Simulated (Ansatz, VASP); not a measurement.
Ti4C: VASP beside Ansatz

```
Ti C
1.0
     4.24091    0.00000    0.00000
     0.00000    4.24091    0.00000
     0.00000    0.00000    4.24091
Ti C
4 1
Direct
  0.25000 0.25000 0.25000
  0.75000 0.75000 0.25000
  0.25000 0.75000 0.75000
  0.75000 0.25000 0.75000
  0.00000 0.00000 0.00000
```

Change from the starting cell: species swapped into the SnI4 type (P-43m, No. 215).

Alike in both runs: task relaxation of cell and atoms; functional PBE; k mesh 4 × 4 × 4; occupations gaussian, width 0.1 eV; no spin polarisation.

```csv
,VASP,Ansatz
version,VASP 6.6.1,Ansatz 0.2.0
potentials or method,"VASP PAW PBE potentials, release 64 (Ti_sv, C), cutoff 600 eV","scalar-relativistic, plane waves, PAW"
valence electrons in the cell,52,52
```

```tsv
	VASP	Ansatz	Ansatz less VASP
gap on the k mesh at the Fermi level, each at its own relaxed structure (eV)	none	none	-
relaxed volume (Å³/atom)	16.60	16.66	+0.065
relaxed cell length with the largest relative difference (Å)	4.362	4.368	+0.0057
```

A gap of «none» marks a metal or a gap that the smearing closes.

The k mesh is coarse, so the values compare programs but aren't converged.
